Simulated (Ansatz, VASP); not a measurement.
KF in VASP and in Ansatz

File INCAR:

```
SYSTEM = KF
PREC = Accurate
ENCUT = 520
EDIFF = 1E-6
ISMEAR = -1
SIGMA = 0.05
LREAL = .False.
LASPH = .True.
NELM = 60
ALGO = Normal
ISIF = 2
LWAVE = .False.
LCHARG = .False.
GGA = PE
NBANDS = 15
```

Contents of KPOINTS:

```
Automatic mesh
0
Gamma
  9 9 9
  0 0 0
```

The input POSCAR:

```
KF
1.0
    0.0000000000      2.6173071446      2.6173071446
    2.6173071446      0.0000000000      2.6173071446
    2.6173071446      2.6173071446      0.0000000000
K F
1 1
Direct
    0.0000000000      0.0000000000      0.0000000000
    0.5000000000      0.5000000000      0.5000000000
```

Contents of input.yaml:

```yaml
crystal:
  lattice:
    - [0.0, 2.6173071446, 2.6173071446]
    - [2.6173071446, 0.0, 2.6173071446]
    - [2.6173071446, 2.6173071446, 0.0]
  atoms:
    - { symbol: K, position: [0.0, 0.0, 0.0] }
    - { symbol: F, position: [0.5, 0.5, 0.5] }
kpoints:
  mp_grid: { grid: [9, 9, 9] }
scf:
  occupations: { method: fermi_dirac, width: 0.05 }
hamiltonian:
  xc: pbe
  pseudopotentials: { kind: all_electron, lapw: { basis_error: 0.0005 } }
output:
  forces: true
  stress: true
  eigenvalues: true
```

Change from the starting cell: volume scaled by 0.94.

Alike in both runs: task single point; functional PBE; k mesh 9 × 9 × 9; occupations fermi-dirac, width 0.05 eV; no spin polarisation.

|  | VASP | Ansatz |
| --- | --- | --- |
| version | VASP 6.6.1 | Ansatz 0.2.0 |
| potentials or method | VASP PAW PBE potentials, release 64 (K_sv, F), cutoff 520 eV | all-electron LAPW, scalar-relativistic |

|  | VASP | Ansatz | Ansatz less VASP |
| --- | --- | --- | --- |
| gap on the k mesh at the Fermi level (eV) | 6.50 | 6.51 | +0.013 |
| least direct gap on the mesh (eV) | 6.50 | 6.51 | +0.013 |
| pressure (GPa) | 4.0 | 3.9 | -0.11 |

Ansatz ran all-electron here, and VASP with PAW potentials.
